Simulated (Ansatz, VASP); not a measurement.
One calculation of BN, two programs

File INCAR:

```
SYSTEM = BN
PREC     = Accurate       ! precision mode
ENCUT    = 600            ! plane-wave cutoff, eV
EDIFF    = 1E-6           ! SCF threshold, eV
ISMEAR   = -5             ! smearing method
SIGMA    = 0.1            ! smearing width, eV
LREAL    = .False.        ! projectors in reciprocal space
LASPH    = .True.         ! aspherical terms in the spheres
NELM     = 120            ! most SCF steps
ALGO     = Normal         ! electronic algorithm
ISIF     = 2              ! what is computed and relaxed
LWAVE    = .False.        ! write WAVECAR
LCHARG   = .False.        ! write CHGCAR
NBANDS   = 11             ! bands
GGA_COMPAT= .False.
```

KPOINTS

```
Automatic mesh
0
Gamma
  12 12 12
  0 0 0
```

File POSCAR:

```
BN
1.0
    0.0000000000      1.8130010000      1.8130010000
    1.8130010000      0.0000000000      1.8130010000
    1.8130010000      1.8130010000      0.0000000000
B N
1 1
Direct
    0.0000000000      0.0000000000      0.0000000000
    0.7500000000      0.7500000000      0.7500000000
```

Input for Ansatz:

```yaml
crystal:
  lattice:
    - [0.0, 1.813001, 1.813001]
    - [1.813001, 0.0, 1.813001]
    - [1.813001, 1.813001, 0.0]
  atoms:
    - { symbol: B, position: [0.0, 0.0, 0.0] }
    - { symbol: "N", position: [0.75, 0.75, 0.75] }
basis:
  ecutwfc: 420
  xc_grid: 3
kpoints:
  mp_grid: { grid: [12, 12, 12] }
  band_path: { path: [[0, 0, 0], [0.5, 0, 0], [0.5, 0.5, 0.5]], npoints: 8 }
hamiltonian:
  xc: lda
scf:
  occupations: { method: tetrahedron }
output:
  forces: true
  stress: true
  eigenvalues: false
```

Alike in both runs: task single point; functional LDA; k mesh 12 × 12 × 12; occupations tetrahedron; no spin polarisation.

|  | VASP | Ansatz |
| --- | --- | --- |
| version | VASP 6.6.1 | Ansatz 0.2.0 |
| potentials or method | VASP PAW LDA potentials, release 64 (B, N), cutoff 600 eV | scalar-relativistic, plane waves, PAW |
| valence electrons in the cell | 8 | 8 |

Ansatz gave:

```
pressure (GPa) : -14.2
```

Question: Which values does VASP return?

Answer: Pressure (GPa): -13.6.

LDA's correlation is that of Perdew and Zunger in VASP and of Perdew and Wang (1992) in Ansatz. Ansatz's warnings: tetrahedron derivatives may miss energy slope.
